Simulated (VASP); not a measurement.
AlIr, 2 atoms in the cell. It takes space group Pm-3m (No. 221, cubic). The conventional cell has a = 2.995 Å, b = 2.995 Å, c = 2.995 Å, α = 90.00°, β = 90.00°, γ = 90.00°. Within 3.4 Å of Al (site symmetry m-3m) lie 8 Ir at 2.59 Å and 6 Al at 2.99 Å. Ir (site symmetry m-3m) has 8 Al at 2.59 Å and 6 Ir at 2.99 Å within 3.4 Å. 

```yaml
Program: VASP 6.6.1
Task: single point
Functional: PBEsol
Potentials_or_basis: VASP PAW PBE potentials, release 64 (Al, Ir)
Cutoff: 520 eV
k_mesh: 12 × 12 × 12
Occupations: fermi-dirac, width 0.05 eV
Spin: no spin polarisation
Dipole_correction: no
Further_INCAR_settings: ALGO = Normal; EDIFF = 1e-07; NBANDS = 13
```

Potentials or basis: VASP PAW PBE potentials, release 64 (Al, Ir).

Command:

```console
$ cat potpaw_PBE.64/Al/POTCAR potpaw_PBE.64/Ir/POTCAR > POTCAR
$ mpirun -np 1 vasp_std > vasp.out
```

Hardware: 1 thread of Intel Xeon 6975P-C, on a shared host.

Task: How long does it take, and how much memory?

Result: It took 13 s on 1 thread of Intel Xeon 6975P-C, on a shared host, peak memory 0.16 GiB. Counts: scf iterations 13, k points 84.
